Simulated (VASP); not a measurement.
Input of a VASP 6.6.1 run:

File INCAR:

```
SYSTEM = BaTiO3
PREC = Accurate ; ENCUT = 520
EDIFF = 1E-6 ; ISMEAR = 0
SIGMA = 0.02 ; LREAL = .FALSE.
LASPH = .TRUE. ; NELM = 100
ALGO = Normal ; ISIF = 2
LWAVE = .FALSE. ; LCHARG = .FALSE.
GGA = PE ; NBANDS = 28
```

File KPOINTS:

```
Automatic mesh
0
G
  8 8 8
  0 0 0
```

File POSCAR:

```
BaTiO3
1.0
    3.9388659156      0.0000000000      0.0000000000
    0.0000000000      3.9388659156      0.0000000000
    0.0000000000      0.0000000000      4.0819874654
Ba Ti O
1 1 3
Direct
    0.5000000000      0.5000000000      0.5000000000
    0.0000000000      0.0000000000      0.0000000000
    0.5000000000      0.0000000000      0.0000000000
    0.0000000000      0.5000000000      0.0000000000
    0.0000000000      0.0000000000      0.5000000000
```

Potentials or basis: VASP PAW PBE potentials, release 64 (Ba_sv, Ti_sv, O).

Command:

```console
$ cat potpaw_PBE.64/Ba_sv/POTCAR potpaw_PBE.64/Ti_sv/POTCAR potpaw_PBE.64/O/POTCAR > POTCAR
$ mpirun -np 1 vasp_std > vasp.out
```

Q: Predict the pressure.

A: 6.5 GPa.

Q: Estimate the band gap on the k mesh.

A: 1.70 eV, indirect (least direct gap 1.87 eV).

Stress tensor (GPa, compression positive):
```
8.86 0.00 0.00
0.00 8.86 0.00
0.00 0.00 1.69
```

Caveat: the cell differs from its parent crystal (biaxial strain in the a-b plane: -2.0 %, then relaxed in part); spin-orbit coupling is left out, which moves the levels of the heavy elements. A k mesh can miss the band edges.
